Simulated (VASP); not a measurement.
# GaN (P2_1) in VASP: settings compared

The runs below take GaN through single point, with PBE, r2SCAN.

Everything below comes from runs of VASP 6.6.1. Logs are shortened: lines on timing, memory, paths and dates and some standing lists are left out, and cuts for length are marked.

## (1) The cell of the first run

The structure is monoclinic, space group P2_1 (No. 4). Conventional cell: a = 3.169 Å, b = 5.184 Å, c = 3.183 Å, α = 90.00°, β = 119.57°, γ = 90.00°. Ga (site symmetry 1) has 4 N at 1.94 to 1.95 Å within 2.6 Å. N (site symmetry 1) has 4 Ga at 1.94 to 1.95 Å within 2.6 Å.

## (2) Single point, PBE (shear xy strain +1.0%)

File INCAR:

```
  PREC = Accurate
  ENCUT = 520
  EDIFF = 1E-6
  ISMEAR = -1
  SIGMA = 0.02
  LREAL = F
  LASPH = T
  NELM = 80
  ALGO = Normal
  ISIF = 2
  LWAVE = F
  LCHARG = F
  GGA = PE
  NBANDS = 26
```

File KPOINTS:

```
regular mesh
0
Gamma
  12 12 6
```

File POSCAR:

```
GaN
1.0
    3.1831494095      0.0159157471      0.0000000000
   -1.5777912635      2.7487303791      0.0000000000
    0.0000000000      0.0000000000      5.1836254585
Ga N
2 2
Direct
    0.3326496150      0.6666571734     -0.0008867939
    0.6673503850      0.3333428266      0.4991132061
    0.3317803532      0.6666978161      0.3758867939
    0.6682196468      0.3333021839      0.8758867939
```

Potentials or basis: VASP PAW PBE potentials, release 64 (Ga_d, N).

Command:

```
> cat potpaw_PBE.64/Ga_d/POTCAR potpaw_PBE.64/N/POTCAR > POTCAR
> mpirun -np 1 vasp_std > vasp.out
```

OUTCAR:

```text
PREC = Accurate
   ENCUT = 520
   EDIFF = 1E-6
   ISMEAR = -1
   LREAL = F
   LASPH = T
   NELM = 80
   ISIF = 2
   GGA = PE

 ion  position               nearest neighbor table
   1  0.333  0.667  0.999-   4 1.94   4 1.95   4 1.95   3 1.95
   2  0.667  0.333  0.499-   3 1.94   3 1.95   3 1.95   4 1.95
   3  0.332  0.667  0.376-   2 1.94   2 1.95   2 1.95   1 1.95
   4  0.668  0.333  0.876-   1 1.94   1 1.95   1 1.95   2 1.95

  Warning from LATTYP: Monoclinic adjustment (A1->A3, A2->A1, A3->A2)!
  LATTYP: Found a simple monoclinic cell.
 ALAT       =     3.1693759588
 B/A-ratio  =     1.6355350472
 C/A-ratio  =     1.0043583469
 COS(beta)  =    -0.4934813924

  Lattice vectors:

 A1 = (  -1.5777912635,   2.7487303791,   0.0000000000)
 A2 = (   0.0000000000,   0.0000000000,   5.1836254585)
 A3 = (   3.1831494095,   0.0159157471,   0.0000000000)

Analysis of symmetry for initial positions (statically):
=====================================================================
 Subroutine PRICEL returns:
 Original cell was already a primitive cell.

 Routine SETGRP: Setting up the symmetry group for a
 simple monoclinic supercell.

 Subroutine GETGRP returns: Found  2 space group operations
 (whereof  1 operations were pure point group operations)
 out of a pool of  4 trial point group operations.

The static configuration has the point symmetry C_1 .
 The point group associated with its full space group is C_2 .

Analysis of symmetry for dynamics (positions and initial velocities):
=====================================================================
 Subroutine PRICEL returns:
 Original cell was already a primitive cell.

 Routine SETGRP: Setting up the symmetry group for a
 simple monoclinic supercell.

 Subroutine GETGRP returns: Found  2 space group operations
 (whereof  1 operations were pure point group operations)
 out of a pool of  4 trial point group operations.

The dynamic configuration has the point symmetry C_1 .
 The point group associated with its full space group is C_2 .

 Subroutine INISYM returns: Found  2 space group operations
 (whereof  1 operations are pure point group operations),
 and found     1 'primitive' translations

----------------------------------------------------------------------------------------

                                     Primitive cell

  volume of cell :      45.4849
[... 90 lines left out ...]
   LASPH  =      T    aspherical Exc in radial PAW
   ENCUT  =  520.0 eV  38.22 Ry    6.18 a.u.   5.92  5.89  9.64*2*pi/ulx,y,z
   NELM   =     80;   NELMIN=  2; NELMDL= -5     # of ELM steps
   EDIFF  = 0.1E-05   stopping-criterion for ELM
   LREAL  =      F    real-space projection
   EDIFFG = 0.1E-04   stopping-criterion for IOM
   NSW    =      0    number of steps for IOM
   IBRION =     -1    ionic relax: 0-MD 1-quasi-New 2-CG
   NFREE  =      0    steps in history (QN), initial steepest desc. (CG)
   ISIF   =      2    stress and relaxation
   ISYM   =      2    0-nonsym 1-usesym 2-fastsym
   POTIM  = 0.5000    time-step for ionic-motion
   TEBEG  =    0.0;   TEEND  =   0.0 temperature during run
   PSTRESS=    0.0 pullay stress
   NELECT =      36.0000    total number of electrons
   NUPDOWN=      -1.0000    fix difference up-down
   EMIN   =  10.00;   EMAX   =-10.00  energy-range for DOS
   EFERMI =   0.00;   METHOD = LEGACY
   ISMEAR =    -1;   SIGMA  =   0.02  broadening in eV -4-tet -1-fermi 0-gaus
   EFERMI_NEDOS =   21; number of points for ismear=-14 and -15
   IALGO  =     38    algorithm
   IMIX   =      4    mixing-type and parameters
     AMIX     =   0.40;   BMIX     =  1.00
     AMIX_MAG =   1.60;   BMIX_MAG =  1.00
  volume/ion in A,a.u.               =      11.37        76.74
  Fermi-wavevector in a.u.,A,eV,Ry     =   1.514328  2.861664 31.200720  2.293188
  Thomas-Fermi vector in A             =   2.624000
   LORBIT       =      0    0 simple, 1 ext, 2 COOP (PROOUT), +10 PAW based schemes
   GGA     = PE    functional components
   LHFCALC =     F    Hartree Fock is set to
   AEXX    =    0.0000 exact exchange contribution
   IVDW    =     0    specifies the selected vdW correction
   LEPSILON=     F    determine dielectric tensor
   LRPA    =     F    only Hartree local field effects (RPA)
 non-spin polarized calculation
  energy-cutoff  :      520.00
  volume of cell :       45.48
 maximum number of plane-waves:      1248
   NGX = 11   NGY = 11   NGZ = 19

 number of electron      35.9999992 magnetization

 Free energy of the ion-electron system (eV)
  ---------------------------------------------------
  ext. energy  EPLUGINS =         0.00000000
  ---------------------------------------------------
  free energy    TOTEN  =       -24.29572001 eV

  energy without entropy =      -24.29572001  energy(sigma->0) =      -24.29572001

 E-fermi :   5.8058     XC(G=0): -11.6935

 val. band max:        5.3960059195   @ k =   0.0000   0.0000   0.0000
 cond. band min:       7.3078088600   @ k =   0.0000   0.0000   0.0000
 fundamental gap:      1.9118029405
 Fermi energy:         5.8057581620

 k-point     1 :       0.0000    0.0000    0.0000
  band No.  band energies     occupation
      1     -10.6501      2.00000
      2      -9.7151      2.00000
      3      -8.0748      2.00000
      4      -8.0634      2.00000
      5      -8.0553      2.00000
      6      -8.0008      2.00000
[... 685 lines left out ...]
     25      17.1514      0.00000
     26      18.8914      0.00000

 [... further k-points ...]

------------------------ aborting loop because EDIFF is reached ----------------------------------------

  FORCE on cell =-STRESS in cart. coord.  units (eV):
  Direction    XX          YY          ZZ          XY          YZ          ZX
  --------------------------------------------------------------------------------------
  -------------------------------------------------------------------------------------
  Total        1.7699360      1.7760513      1.8065288     -0.3056605      0.0000000      0.0000000
  in kB       62.3448679     62.5602738     63.6338250    -10.7666948      0.0000000      0.0000000
  external PRESSURE =      62.8463222 kB  Pullay stress =       0.0000000 kB

 VOLUME and BASIS-vectors are now :
 -----------------------------------------------------------------------------
  energy-cutoff  :      520.00
  volume of cell :       45.48
      direct lattice vectors                 reciprocal lattice vectors
     3.183149409  0.015915747  0.000000000     0.313255223  0.179810780  0.000000000
    -1.577791263  2.748730379  0.000000000    -0.001813816  0.362763181  0.000000000
     0.000000000  0.000000000  5.183625458     0.000000000  0.000000000  0.192915173

 POSITION                                       TOTAL-FORCE (eV/Angst)
 -----------------------------------------------------------------------------------
      0.00703      1.83776      5.17903         0.000936      0.000093      0.004713
      1.59833      0.92689      2.58722        -0.000936     -0.000093      0.004713
      0.00420      1.83785      1.94846        -0.003091      0.000047     -0.004713
      1.60116      0.92679      4.54027         0.003091     -0.000047     -0.004713
 -----------------------------------------------------------------------------------
    total drift:                               -0.000000     -0.000001     -0.001059

  FREE ENERGIE OF THE ION-ELECTRON SYSTEM (eV)
  ---------------------------------------------------
  free  energy   TOTEN  =       -24.2957200128 eV

  energy  without entropy=      -24.2957200128  energy(sigma->0) =      -24.29572001
```

OSZICAR:

```text
N       E                     dE             d eps       ncg     rms          rms(c)
DAV:   1     0.278843990538E+03    0.27884E+03   -0.17679E+04 16910   0.258E+03
DAV:   2     0.787110541410E+01   -0.27097E+03   -0.25505E+03 16680   0.491E+02
DAV:   3    -0.271259750175E+02   -0.34997E+02   -0.34502E+02 18200   0.143E+02
DAV:   4    -0.283031831149E+02   -0.11772E+01   -0.11721E+01 18270   0.281E+01
DAV:   5    -0.283275750187E+02   -0.24392E-01   -0.24366E-01 18896   0.393E+00    0.110E+01
DAV:   6    -0.242153343179E+02    0.41122E+01   -0.10036E+01 25490   0.492E+01    0.306E+00
DAV:   7    -0.243137902605E+02   -0.98456E-01   -0.14257E+00 16410   0.902E+00    0.271E+00
DAV:   8    -0.243089180795E+02    0.48722E-02   -0.14293E-01 25274   0.505E+00    0.774E-01
DAV:   9    -0.242952008834E+02    0.13717E-01   -0.46201E-02 25300   0.365E+00    0.339E-01
DAV:  10    -0.242957524609E+02   -0.55158E-03   -0.41233E-03 16226   0.410E-01    0.637E-02
DAV:  11    -0.242957197692E+02    0.32692E-04   -0.36382E-04 23350   0.352E-01    0.371E-02
DAV:  12    -0.242957180487E+02    0.17205E-05   -0.47013E-05 20706   0.648E-02    0.626E-03
DAV:  13    -0.242957198587E+02   -0.18100E-05   -0.98068E-06 18058   0.367E-02    0.108E-02
DAV:  14    -0.242957200128E+02   -0.15414E-06   -0.28581E-06 15400   0.142E-02
   1 F= -.24295720E+02 E0= -.24295720E+02  d E =-.165168E-11
```

Run time: 96 s. Hardware: 1 thread of Intel Xeon 6975P-C (Granite Rapids), shared host; peak memory 0.38 GiB.

What came out:

```
Free energy            : -24.2957 eV
Pressure               : 6.3 GPa
Largest force          : 0.006 eV/Å
Band gap on the k mesh : 1.91 eV
```

Forces in eV/Å, atoms in the order of the input:
```
Ga   0.001  0.000  0.005
Ga  -0.001  0.000  0.005
N   -0.003  0.000 -0.005
N    0.003  0.000 -0.005
```

Levels at points of the mesh, in eV from the valence-band top:
```
           k point  band 15  band 16  band 17  band 18  band 19  band 20  band 21  band 22
(0.00, 0.00, 0.00)    -1.02    -0.07    -0.06     0.00     1.91     4.25     9.19     9.82
(0.50, 0.00, 0.00)    -4.26    -2.72    -2.26    -0.98     5.15     5.63     6.04     8.55
(0.00, 0.50, 0.00)    -4.24    -2.78    -2.24    -1.03     5.05     5.56     6.03     8.59
(0.50, 0.50, 0.00)    -4.23    -2.85    -2.22    -1.08     4.94     5.48     6.02     8.64
(0.00, 0.00, 0.50)    -0.60    -0.60    -0.52    -0.52     4.24     4.24     8.46     8.46
(0.50, 0.00, 0.50)    -1.93    -1.93    -1.92    -1.92     4.42     4.42     7.80     7.80
(0.00, 0.50, 0.50)    -1.98    -1.98    -1.93    -1.93     4.39     4.39     7.76     7.76
(0.50, 0.50, 0.50)    -2.04    -2.04    -1.92    -1.92     4.36     4.36     7.72     7.72
```

Caveat: the cell differs from its parent crystal (shear xy strain +1.0%); the cell stands under pressure.

## (3) Single point, r2SCAN (shear xy strain +1.0%)

POSCAR is that of step 2.

File INCAR.step1:

```
ALGO = Normal ; EDIFF = 1E-4
ENCUT = 520 ; GGA = PE
ISMEAR = 0 ; LASPH = True
LCHARG = False ; LREAL = False
LWAVE = True ; NBANDS = 26
NELM = 80 ; PREC = Accurate
SIGMA = 0.01
```

File INCAR.step2:

```
ALGO = Normal ; EDIFF = 1E-6
ENCUT = 520 ; ISIF = 2
ISMEAR = 0 ; ISTART = 1
LASPH = True ; LCHARG = False
LMIXTAU = True ; LREAL = False
LWAVE = False ; METAGGA = R2SCAN
NBANDS = 26 ; NELM = 80
PREC = Accurate ; SIGMA = 0.01
```

File KPOINTS:

```
k-points
0
Gamma
  12 12 6
```

Potentials or basis: VASP PAW PBE potentials, release 64 (Ga_d, N).

Command:

```
> cat potpaw_PBE.64/Ga_d/POTCAR potpaw_PBE.64/N/POTCAR > POTCAR
> cp INCAR.step1 INCAR
> mpirun -np 1 vasp_std > vasp.out
> cp INCAR.step2 INCAR
> mpirun -np 1 vasp_std > vasp.out
```

OUTCAR:

```text
EDIFF = 1E-6
   ENCUT = 520
   ISIF = 2
   ISMEAR = 0
   ISTART = 1
   LASPH = True
   LREAL = False
   METAGGA = R2SCAN
   NELM = 80
   PREC = Accurate

 ion  position               nearest neighbor table
   1  0.333  0.667  0.999-   4 1.94   4 1.95   4 1.95   3 1.95
   2  0.667  0.333  0.499-   3 1.94   3 1.95   3 1.95   4 1.95
   3  0.332  0.667  0.376-   2 1.94   2 1.95   2 1.95   1 1.95
   4  0.668  0.333  0.876-   1 1.94   1 1.95   1 1.95   2 1.95

  Warning from LATTYP: Monoclinic adjustment (A1->A3, A2->A1, A3->A2)!
  LATTYP: Found a simple monoclinic cell.
 ALAT       =     3.1693759588
 B/A-ratio  =     1.6355350472
 C/A-ratio  =     1.0043583469
 COS(beta)  =    -0.4934813924

  Lattice vectors:

 A1 = (  -1.5777912635,   2.7487303791,   0.0000000000)
 A2 = (   0.0000000000,   0.0000000000,   5.1836254585)
 A3 = (   3.1831494095,   0.0159157471,   0.0000000000)

Analysis of symmetry for initial positions (statically):
=====================================================================
 Subroutine PRICEL returns:
 Original cell was already a primitive cell.

 Routine SETGRP: Setting up the symmetry group for a
 simple monoclinic supercell.

 Subroutine GETGRP returns: Found  2 space group operations
 (whereof  1 operations were pure point group operations)
 out of a pool of  4 trial point group operations.

The static configuration has the point symmetry C_1 .
 The point group associated with its full space group is C_2 .

Analysis of symmetry for dynamics (positions and initial velocities):
=====================================================================
 Subroutine PRICEL returns:
 Original cell was already a primitive cell.

 Routine SETGRP: Setting up the symmetry group for a
 simple monoclinic supercell.

 Subroutine GETGRP returns: Found  2 space group operations
 (whereof  1 operations were pure point group operations)
 out of a pool of  4 trial point group operations.

[... 123 lines left out ...]
   IMIX   =      4    mixing-type and parameters
     AMIX     =   0.40;   BMIX     =  1.00
     AMIX_MAG =   1.60;   BMIX_MAG =  1.00
  volume/ion in A,a.u.               =      11.37        76.74
  Fermi-wavevector in a.u.,A,eV,Ry     =   1.514328  2.861664 31.200720  2.293188
  Thomas-Fermi vector in A             =   2.624000
   LORBIT       =      0    0 simple, 1 ext, 2 COOP (PROOUT), +10 PAW based schemes
   METAGGA = R2SCAN    functional components
   LHFCALC =     F    Hartree Fock is set to
   AEXX    =    0.0000 exact exchange contribution
   IVDW    =     0    specifies the selected vdW correction
   LEPSILON=     F    determine dielectric tensor
   LRPA    =     F    only Hartree local field effects (RPA)
 non-spin polarized calculation
 Gauss-broadening in eV      SIGMA  =   0.01
  energy-cutoff  :      520.00
  volume of cell :       45.48
 maximum number of plane-waves:      1248
   NGX = 11   NGY = 11   NGZ = 19

 number of electron      35.9999992 magnetization

 Free energy of the ion-electron system (eV)
  ---------------------------------------------------
  ext. energy  EPLUGINS =         0.00000000
  ---------------------------------------------------
  free energy    TOTEN  =       -43.81927239 eV

  energy without entropy =      -43.81927239  energy(sigma->0) =      -43.81927239

 E-fermi :   5.1813     XC(G=0): -12.6638

 val. band max:        5.1310399668   @ k =   0.0000   0.0000   0.0000
 cond. band min:       7.4442118495   @ k =   0.0000   0.0000   0.0000
 fundamental gap:      2.3131718827
 Fermi energy:         5.1813076915

 k-point     1 :       0.0000    0.0000    0.0000
  band No.  band energies     occupation
      1     -11.7107      2.00000
      2     -10.7043      2.00000
      3      -8.7275      2.00000
      4      -8.7153      2.00000
      5      -8.7075      2.00000
      6      -8.6463      2.00000
[... 685 lines left out ...]
     25      17.6759      0.00000
     26      19.4663      0.00000

 [... further k-points ...]

------------------------ aborting loop because EDIFF is reached ----------------------------------------

  FORCE on cell =-STRESS in cart. coord.  units (eV):
  Direction    XX          YY          ZZ          XY          YZ          ZX
  --------------------------------------------------------------------------------------
  -------------------------------------------------------------------------------------
  Total        0.3146311      0.3238520      0.2848884     -0.3245950      0.0000000      0.0000000
  in kB       11.0826805     11.4074810     10.0350135    -11.4336526      0.0000000      0.0000000
  external PRESSURE =      10.8417250 kB  Pullay stress =       0.0000000 kB

 VOLUME and BASIS-vectors are now :
 -----------------------------------------------------------------------------
  energy-cutoff  :      520.00
  volume of cell :       45.48
      direct lattice vectors                 reciprocal lattice vectors
     3.183149409  0.015915747  0.000000000     0.313255223  0.179810780  0.000000000
    -1.577791263  2.748730379  0.000000000    -0.001813816  0.362763181  0.000000000
     0.000000000  0.000000000  5.183625458     0.000000000  0.000000000  0.192915173

 POSITION                                       TOTAL-FORCE (eV/Angst)
 -----------------------------------------------------------------------------------
      0.00703      1.83776      5.17903         0.005694     -0.000085      0.005252
      1.59833      0.92689      2.58722        -0.005694      0.000085      0.005252
      0.00420      1.83785      1.94846        -0.000372      0.000038     -0.005252
      1.60116      0.92679      4.54027         0.000372     -0.000038     -0.005252
 -----------------------------------------------------------------------------------
    total drift:                                0.000002      0.000004      0.035473

  FREE ENERGIE OF THE ION-ELECTRON SYSTEM (eV)
  ---------------------------------------------------
  free  energy   TOTEN  =       -43.8192723928 eV

  energy  without entropy=      -43.8192723928  energy(sigma->0) =      -43.81927239
```

OUTCAR.step1:

```text
EDIFF = 1E-4
   ENCUT = 520
   GGA = PE
   ISMEAR = 0
[... 930 lines left out ...]
      0.00703      1.83776      5.17903         0.001050      0.000098      0.005022
      1.59833      0.92689      2.58722        -0.001050     -0.000098      0.005022
      0.00420      1.83785      1.94846        -0.003026      0.000044     -0.005022
      1.60116      0.92679      4.54027         0.003026     -0.000044     -0.005022
 -----------------------------------------------------------------------------------
    total drift:                               -0.000000     -0.000001     -0.000578

  FREE ENERGIE OF THE ION-ELECTRON SYSTEM (eV)
  ---------------------------------------------------
  free  energy   TOTEN  =       -24.2957183657 eV

  energy  without entropy=      -24.2957183657  energy(sigma->0) =      -24.29571837
```

Wall time 5.5 min (1 thread of Intel Xeon 6975P-C (Granite Rapids), shared host); peak memory 0.39 GiB.

What came out:

- Free energy: -43.8193 eV
- Pressure: 1.1 GPa
- Largest force: 0.008 eV/Å
- Band gap on the k mesh: 2.31 eV

Forces on the atoms (eV/Å):
```
Ga   0.006  0.000  0.005
Ga  -0.006  0.000  0.005
N    0.000  0.000 -0.005
N    0.000  0.000 -0.005
```

Stress tensor (GPa, compression positive):
```
 1.11 -1.14  0.00
-1.14  1.14  0.00
 0.00  0.00  1.00
```

Caveat: the cell differs from its parent crystal (shear xy strain +1.0%); the PAW data sets were made with another functional, which shifts forces and pressure a little.
